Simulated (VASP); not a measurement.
# PbS (rocksalt type) (Fm-3m) in VASP: a series of runs

Runs on PbS (rocksalt type). Level: PBE. Tasks: single point.

Program: VASP 6.6.1. These are calculated values, not measurements. Logs are shortened: lines on timing, memory, paths and dates and some standing lists are left out, and cuts for length are marked.

## 1. The cell of the first run

Symmetry: Fm-3m, No. 225, cubic system. The conventional cell has a = 6.008 Å, b = 6.008 Å, c = 6.008 Å, α = 90.00°, β = 90.00°, γ = 90.00°. Within 4.0 Å of Pb (site symmetry m-3m) lie 6 S at 3.00 Å. S (site symmetry m-3m) has 6 Pb at 3.00 Å within 4.0 Å.

## 2. Single point, PBE

The input, POSCAR:

```
PbS
1.0
    0.0000000000      3.0042191430      3.0042191430
    3.0042191430      0.0000000000      3.0042191430
    3.0042191430      3.0042191430      0.0000000000
Pb S
1 1
Direct
    0.0000000000      0.0000000000      0.0000000000
    0.5000000000      0.5000000000      0.5000000000
```

The input, INCAR.step1:

```
SYSTEM = PbS
  PREC = Accurate
  ENCUT = 520
  EDIFF = 1E-7
  ISMEAR = -1
  SIGMA = 0.1
  LREAL = .FALSE.
  LASPH = .TRUE.
  NELM = 100
  ALGO = Normal
  ISIF = 2
  LWAVE = .FALSE.
  LCHARG = .TRUE.
  GGA = PE
  NBANDS = 17
```

The input, KPOINTS.step1:

```
regular mesh
0
G
  14 14 14
  0 0 0
```

The input, INCAR.step2:

```
SYSTEM = PbS
  PREC = Accurate
  ENCUT = 520
  EDIFF = 1E-7
  ISMEAR = -5
  SIGMA = 0.1
  LREAL = .FALSE.
  LASPH = .TRUE.
  NELM = 100
  ALGO = Normal
  ISIF = 2
  LWAVE = .FALSE.
  LCHARG = .FALSE.
  GGA = PE
  LORBIT = 10
  NEDOS = 1001
  ICHARG = 11
```

The input, KPOINTS.step2:

```
regular mesh
0
G
  21 21 21
  0 0 0
```

Potentials or basis: VASP PAW PBE potentials, release 64 (Pb_d, S).

Run with:

```sh
> cat potpaw_PBE.64/Pb_d/POTCAR potpaw_PBE.64/S/POTCAR > POTCAR
> cp INCAR.step1 INCAR
> cp KPOINTS.step1 KPOINTS
> mpirun -np 1 vasp_std > vasp.out
> cp INCAR.step2 INCAR
> cp KPOINTS.step2 KPOINTS
> mpirun -np 1 vasp_std > vasp.out
```

OUTCAR:

```text
SYSTEM = PbS
   PREC = Accurate
   ENCUT = 520
   EDIFF = 1E-7
   ISMEAR = -5
   LREAL = .FALSE.
   LASPH = .TRUE.
   NELM = 100
   ISIF = 2
   GGA = PE
   LORBIT = 10
   ICHARG = 11

 ion  position               nearest neighbor table
   1  0.000  0.000  0.000-   2 3.00   2 3.00   2 3.00   2 3.00   2 3.00   2 3.00
   2  0.500  0.500  0.500-   1 3.00   1 3.00   1 3.00   1 3.00   1 3.00   1 3.00

  LATTYP: Found a face centered cubic cell.
 ALAT       =     6.0084382860

  Lattice vectors:

 A1 = (   0.0000000000,   3.0042191430,   3.0042191430)
 A2 = (   3.0042191430,   0.0000000000,   3.0042191430)
 A3 = (   3.0042191430,   3.0042191430,   0.0000000000)

Analysis of symmetry for initial positions (statically):
=====================================================================
 Subroutine PRICEL returns:
 Original cell was already a primitive cell.

 Routine SETGRP: Setting up the symmetry group for a
 face centered cubic supercell.

 Subroutine GETGRP returns: Found 48 space group operations
 (whereof 48 operations were pure point group operations)
 out of a pool of 48 trial point group operations.

The static configuration has the point symmetry O_h .

Analysis of symmetry for dynamics (positions and initial velocities):
=====================================================================
 Subroutine PRICEL returns:
 Original cell was already a primitive cell.

 Routine SETGRP: Setting up the symmetry group for a
 face centered cubic supercell.

 Subroutine GETGRP returns: Found 48 space group operations
 (whereof 48 operations were pure point group operations)
 out of a pool of 48 trial point group operations.

The dynamic configuration has the point symmetry O_h .

 Subroutine INISYM returns: Found 48 space group operations
 (whereof 48 operations are pure point group operations),
 and found     1 'primitive' translations

----------------------------------------------------------------------------------------

                                     Primitive cell

  volume of cell :      54.2282

  direct lattice vectors                    reciprocal lattice vectors
     0.000000000  3.004219143  3.004219143    -0.166432599  0.166432599  0.166432599
     3.004219143  0.000000000  3.004219143     0.166432599 -0.166432599  0.166432599
     3.004219143  3.004219143  0.000000000     0.166432599  0.166432599 -0.166432599

  length of vectors
     4.248607456  4.248607456  4.248607456     0.288269718  0.288269718  0.288269718

  position of ions in fractional coordinates (direct lattice)
     0.000000000  0.000000000  0.000000000
     0.500000000  0.500000000  0.500000000

  ion indices of the primitive-cell ions
   primitive index   ion index
                 1           1
                 2           2

----------------------------------------------------------------------------------------

 KPOINTS: regular mesh

Automatic generation of k-mesh.
 Grid dimensions read from file:
 generate k-points for:   21   21   21

 Generating k-lattice:

  Cartesian coordinates                     Fractional coordinates (reciprocal lattice)
    -0.007925362  0.007925362  0.007925362     0.047619048  0.000000000  0.000000000
     0.007925362 -0.007925362  0.007925362     0.000000000  0.047619048  0.000000000
     0.007925362  0.007925362 -0.007925362     0.000000000  0.000000000  0.047619048

  Length of vectors
     0.013727129  0.013727129  0.013727129

  Shift w.r.t. Gamma in fractional coordinates (k-lattice)
     0.000000000  0.000000000  0.000000000

 TETIRR: Found   1276 inequivalent tetrahedra from    55566

 Subroutine IBZKPT returns following result:
 ===========================================

 Found    286 irreducible k-points:

 Following reciprocal coordinates:
            Coordinates               Weight
  0.000000  0.000000  0.000000      1.000000
  0.047619  0.000000  0.000000      8.000000
  0.095238  0.000000  0.000000      8.000000
  0.142857  0.000000  0.000000      8.000000
  0.190476  0.000000  0.000000      8.000000
  0.238095  0.000000  0.000000      8.000000
[... 16 lines left out ...]
 -0.428571  0.047619  0.000000     24.000000
 -0.380952  0.047619  0.000000     24.000000
 [... further k-points ...]
   k-points           NKPTS =    286   k-points in BZ     NKDIM =    286   number of bands    NBANDS=     14
   number of dos      NEDOS =   1001   number of ions     NIONS =      2
   total plane-waves  NPLWV =  32768
   dimension x,y,z NGX =    32 NGY =   32 NGZ =   32
   dimension x,y,z NGXF=    64 NGYF=   64 NGZF=   64
   ions per type =               1   1
   NGX,Y,Z   is equivalent  to a cutoff of  12.52, 12.52, 12.52 a.u.
   NGXF,Y,Z  is equivalent  to a cutoff of  25.04, 25.04, 25.04 a.u.
 SYSTEM =  PbS
   PREC   = accura    normal or accurate (medium, high low for compatibility)
   ISTART =      0    job   : 0-new  1-cont  2-samecut
   ICHARG =     11    charge: 1-file 2-atom 10-const
   ISPIN  =      1    spin polarized calculation?
   LNONCOLLINEAR =      F non collinear calculations
   LSORBIT =      F    spin-orbit coupling
   LASPH  =      T    aspherical Exc in radial PAW
   ENCUT  =  520.0 eV  38.22 Ry    6.18 a.u.   7.90  7.90  7.90*2*pi/ulx,y,z
   NELM   =    100;   NELMIN=  2; NELMDL=  0     # of ELM steps
   EDIFF  = 0.1E-06   stopping-criterion for ELM
   LREAL  =      F    real-space projection
   EDIFFG = 0.1E-05   stopping-criterion for IOM
   NSW    =      0    number of steps for IOM
   IBRION =     -1    ionic relax: 0-MD 1-quasi-New 2-CG
   NFREE  =      0    steps in history (QN), initial steepest desc. (CG)
   ISIF   =      2    stress and relaxation
   ISYM   =      2    0-nonsym 1-usesym 2-fastsym
   POTIM  = 0.5000    time-step for ionic-motion
   TEBEG  =    0.0;   TEEND  =   0.0 temperature during run
   PSTRESS=    0.0 pullay stress
   NELECT =      20.0000    total number of electrons
   NUPDOWN=      -1.0000    fix difference up-down
   EMIN   =  10.00;   EMAX   =-10.00  energy-range for DOS
   EFERMI =   0.00;   METHOD = LEGACY
   ISMEAR =    -5;   SIGMA  =   0.10  broadening in eV -4-tet -1-fermi 0-gaus
   EFERMI_NEDOS =   21; number of points for ismear=-14 and -15
   IALGO  =     38    algorithm
   IMIX   =      4    mixing-type and parameters
     AMIX     =   0.40;   BMIX     =  1.00
     AMIX_MAG =   1.60;   BMIX_MAG =  1.00
  volume/ion in A,a.u.               =      27.11       182.97
  Fermi-wavevector in a.u.,A,eV,Ry     =   1.174023  2.218582 18.753314  1.378330
  Thomas-Fermi vector in A             =   2.310427
   LORBIT       =     10    0 simple, 1 ext, 2 COOP (PROOUT), +10 PAW based schemes
   GGA     = PE    functional components
   LHFCALC =     F    Hartree Fock is set to
   AEXX    =    0.0000 exact exchange contribution
   IVDW    =     0    specifies the selected vdW correction
   LEPSILON=     F    determine dielectric tensor
   LRPA    =     F    only Hartree local field effects (RPA)
 non-spin polarized calculation
 Fermi weights with tetrahedron method with Bloechl corrections
  energy-cutoff  :      520.00
  volume of cell :       54.23
 maximum number of plane-waves:      1475

 number of electron      20.0000003 magnetization

 Free energy of the ion-electron system (eV)
  ---------------------------------------------------
  ext. energy  EPLUGINS =         0.00000000
  ---------------------------------------------------
  free energy    TOTEN  =        -8.76944231 eV

  energy without entropy =       -8.76944231  energy(sigma->0) =       -8.76944231

 E-fermi :   5.2707     XC(G=0):  -9.5014

 val. band max:        5.2497590817   @ k =   0.4762   0.0000   0.0000
 cond. band min:       5.8257041494   @ k =   0.4762   0.0000   0.0000
 fundamental gap:      0.5759450677
 Fermi energy:         5.2706739994

 k-point     1 :       0.0000    0.0000    0.0000
  band No.  band energies     occupation
      1     -11.4422      2.00000
      2     -11.4422      2.00000
      3     -11.4422      2.00000
      4     -11.4289      2.00000
      5     -11.4289      2.00000
      6      -7.9327      2.00000
      7      -0.7827      2.00000
      8       3.3398      2.00000
      9       3.3398      2.00000
     10       3.3398      2.00000
     11      10.4204      0.00000
     12      10.4204      0.00000
     13      10.4204      0.00000
     14      12.1503      0.00000

 k-point     2 :       0.0476    0.0000    0.0000
  band No.  band energies     occupation
      1     -11.4421      2.00000
      2     -11.4416      2.00000
      3     -11.4416      2.00000
      4     -11.4292      2.00000
      5     -11.4292      2.00000
      6      -7.9143      2.00000
      7      -0.8447      2.00000
      8       3.3454      2.00000
      9       3.3454      2.00000
     10       3.3863      2.00000
     11      10.1880      0.00000
     12      10.2899      0.00000
     13      10.2899      0.00000
     14      12.1545      0.00000
[... 343 lines left out ...]
      1     -11.4572      2.00000
      2     -11.4558      2.00000
      3     -11.4382      2.00000
      4     -11.4024      2.00000
      5     -11.4017      2.00000
      6      -6.8249      2.00000
      7      -3.2072      2.00000
      8       3.4725      2.00000
      9       3.7064      2.00000
     10       5.0734      2.00000
     11       6.0159      0.00000
     12       7.4111      0.00000
     13       7.7182      0.00000
     14      13.6215      0.00000

 k-point    24 :      -0.3810    0.0476    0.0000
  band No.  band energies     occupation
      1     -11.4550      2.00000
      2     -11.4544      2.00000
      3     -11.4384      2.00000
      4     -11.4058      2.00000
      5     -11.4036      2.00000
      6      -6.9391      2.00000
      7      -3.0193      2.00000
      8       3.4023      2.00000
      9       3.7168      2.00000
     10       4.9376      2.00000
     11       6.2550      0.00000
     12       7.5036      0.00000
     13       7.9253      0.00000
     14      13.2093      0.00000

 [... further k-points ...]

------------------------ aborting loop because EDIFF is reached ----------------------------------------

  FORCE on cell =-STRESS in cart. coord.  units (eV):
  Direction    XX          YY          ZZ          XY          YZ          ZX
  --------------------------------------------------------------------------------------
  -------------------------------------------------------------------------------------
  Total       -0.0161900     -0.0161900     -0.0161900      0.0000000     -0.0000000      0.0000000
  in kB       -0.4783341     -0.4783341     -0.4783341      0.0000000     -0.0000000      0.0000000
  external PRESSURE =      -0.4783341 kB  Pullay stress =       0.0000000 kB

 VOLUME and BASIS-vectors are now :
 -----------------------------------------------------------------------------
  energy-cutoff  :      520.00
  volume of cell :       54.23
      direct lattice vectors                 reciprocal lattice vectors
     0.000000000  3.004219143  3.004219143    -0.166432599  0.166432599  0.166432599
     3.004219143  0.000000000  3.004219143     0.166432599 -0.166432599  0.166432599
     3.004219143  3.004219143  0.000000000     0.166432599  0.166432599 -0.166432599

 POSITION                                       TOTAL-FORCE (eV/Angst)
 -----------------------------------------------------------------------------------
      0.00000      0.00000      0.00000         0.000000      0.000000     -0.000000
      3.00422      3.00422      3.00422         0.000000      0.000000      0.000000
 -----------------------------------------------------------------------------------
    total drift:                                0.000000     -0.000000     -0.000000

  FREE ENERGIE OF THE ION-ELECTRON SYSTEM (eV)
  ---------------------------------------------------
  free  energy   TOTEN  =        -8.7694423061 eV

  energy  without entropy=       -8.7694423061  energy(sigma->0) =       -8.76944231

 total charge

# of ion       s       p       d       tot
------------------------------------------
    1        1.489   0.484   9.843  11.816
    2        1.349   2.331   0.000   3.680
--------------------------------------------------
tot          2.838   2.816   9.843  15.496
```

It took 3.3 min on 1 thread of Intel Xeon 8259CL, shared host; peak memory 0.35 GiB.

Results:

```yaml
Valence_electrons_inside_the_program's_atomic_spheres: Pb 11.82; S 3.68
```

Levels at points of the mesh, in eV from the valence-band top:
```
           k point  band 6  band 7  band 8  band 9  band 10  band 11  band 12  band 13  band 14
(0.00, 0.00, 0.00)  -13.18   -6.03   -1.91   -1.91    -1.91     5.17     5.17     5.17     6.90
```

Caveat: spin-orbit coupling is left out, which moves the levels of the heavy elements.

## 3. Single point, PBE (27.11 Å³/atom)

POSCAR is that of step 2.

The input, INCAR.step1:

```
PREC = Accurate ; ENCUT = 520
EDIFF = 1E-6 ; ISMEAR = -1
SIGMA = 0.1 ; LREAL = F
LASPH = T ; NELM = 80
ALGO = Normal ; ISIF = 2
LWAVE = F ; LCHARG = T
GGA = PE ; NBANDS = 17
```

The input, KPOINTS.step1:

```
regular mesh
0
Gamma
  14 14 14
```

The input, INCAR.step2:

```
PREC = Accurate ; ENCUT = 520
EDIFF = 1E-6 ; ISMEAR = -5
SIGMA = 0.1 ; LREAL = F
LASPH = T ; NELM = 80
ALGO = Normal ; ISIF = 2
LWAVE = F ; LCHARG = F
GGA = PE ; LORBIT = 10
NEDOS = 1001 ; ICHARG = 11
```

The input, KPOINTS.step2:

```
regular mesh
0
Gamma
  21 21 21
```

Potentials or basis: VASP PAW PBE potentials, release 64 (Pb_d, S).

Run with:

```sh
> cat potpaw_PBE.64/Pb_d/POTCAR potpaw_PBE.64/S/POTCAR > POTCAR
> cp INCAR.step1 INCAR
> cp KPOINTS.step1 KPOINTS
> mpirun -np 1 vasp_std > vasp.out
> cp INCAR.step2 INCAR
> cp KPOINTS.step2 KPOINTS
> mpirun -np 1 vasp_std > vasp.out
```

OUTCAR:

```text
PREC = Accurate
   ENCUT = 520
   EDIFF = 1E-6
   ISMEAR = -5
   LREAL = F
   LASPH = T
   NELM = 80
   ISIF = 2
   GGA = PE
   LORBIT = 10
   ICHARG = 11

 ion  position               nearest neighbor table
   1  0.000  0.000  0.000-   2 3.00   2 3.00   2 3.00   2 3.00   2 3.00   2 3.00
   2  0.500  0.500  0.500-   1 3.00   1 3.00   1 3.00   1 3.00   1 3.00   1 3.00

  LATTYP: Found a face centered cubic cell.
 ALAT       =     6.0084382860

  Lattice vectors:

 A1 = (   0.0000000000,   3.0042191430,   3.0042191430)
 A2 = (   3.0042191430,   0.0000000000,   3.0042191430)
 A3 = (   3.0042191430,   3.0042191430,   0.0000000000)

Analysis of symmetry for initial positions (statically):
=====================================================================
 Subroutine PRICEL returns:
 Original cell was already a primitive cell.

 Routine SETGRP: Setting up the symmetry group for a
 face centered cubic supercell.

 Subroutine GETGRP returns: Found 48 space group operations
 (whereof 48 operations were pure point group operations)
[... 565 lines left out ...]
      1     -11.4550      2.00000
      2     -11.4544      2.00000
      3     -11.4384      2.00000
      4     -11.4058      2.00000
      5     -11.4036      2.00000
      6      -6.9391      2.00000
      7      -3.0193      2.00000
      8       3.4023      2.00000
      9       3.7168      2.00000
     10       4.9376      2.00000
     11       6.2550      0.00000
     12       7.5036      0.00000
     13       7.9253      0.00000
     14      13.2094      0.00000

 [... further k-points ...]

------------------------ aborting loop because EDIFF is reached ----------------------------------------

  FORCE on cell =-STRESS in cart. coord.  units (eV):
  Direction    XX          YY          ZZ          XY          YZ          ZX
  --------------------------------------------------------------------------------------
  -------------------------------------------------------------------------------------
  Total       -0.0158522     -0.0158522     -0.0158522      0.0000000      0.0000000      0.0000000
  in kB       -0.4683559     -0.4683559     -0.4683559      0.0000000      0.0000000      0.0000000
  external PRESSURE =      -0.4683559 kB  Pullay stress =       0.0000000 kB

 VOLUME and BASIS-vectors are now :
 -----------------------------------------------------------------------------
  energy-cutoff  :      520.00
  volume of cell :       54.23
      direct lattice vectors                 reciprocal lattice vectors
     0.000000000  3.004219143  3.004219143    -0.166432599  0.166432599  0.166432599
     3.004219143  0.000000000  3.004219143     0.166432599 -0.166432599  0.166432599
     3.004219143  3.004219143  0.000000000     0.166432599  0.166432599 -0.166432599

 POSITION                                       TOTAL-FORCE (eV/Angst)
 -----------------------------------------------------------------------------------
      0.00000      0.00000      0.00000         0.000000      0.000000      0.000000
      3.00422      3.00422      3.00422        -0.000000     -0.000000     -0.000000
 -----------------------------------------------------------------------------------
    total drift:                                0.000000     -0.000000     -0.000000

  FREE ENERGIE OF THE ION-ELECTRON SYSTEM (eV)
  ---------------------------------------------------
  free  energy   TOTEN  =        -8.7694422889 eV

  energy  without entropy=       -8.7694422889  energy(sigma->0) =       -8.76944229

 total charge

# of ion       s       p       d       tot
------------------------------------------
    1        1.489   0.484   9.843  11.816
    2        1.349   2.331   0.000   3.680
--------------------------------------------------
tot          2.838   2.816   9.843  15.496
```

OUTCAR.step1:

```text
PREC = Accurate
   ENCUT = 520
   EDIFF = 1E-6
   ISMEAR = -1
   LREAL = F
[... 701 lines left out ...]
      0.00000      0.00000      0.00000        -0.000000      0.000000     -0.000000
      3.00422      3.00422      3.00422         0.000000     -0.000000      0.000000
 -----------------------------------------------------------------------------------
    total drift:                                0.000000     -0.000000     -0.000000

  FREE ENERGIE OF THE ION-ELECTRON SYSTEM (eV)
  ---------------------------------------------------
  free  energy   TOTEN  =        -8.7695151828 eV

  energy  without entropy=       -8.7690580322  energy(sigma->0) =       -8.76928661
```

Run time: 3.2 min. Hardware: 1 thread of Intel Xeon 8259CL, shared host; peak memory 0.34 GiB.

What came out:

```
Valence electrons inside the program's atomic spheres : Pb 11.82; S 3.68
```

Caveat: spin-orbit coupling is left out, which moves the levels of the heavy elements.
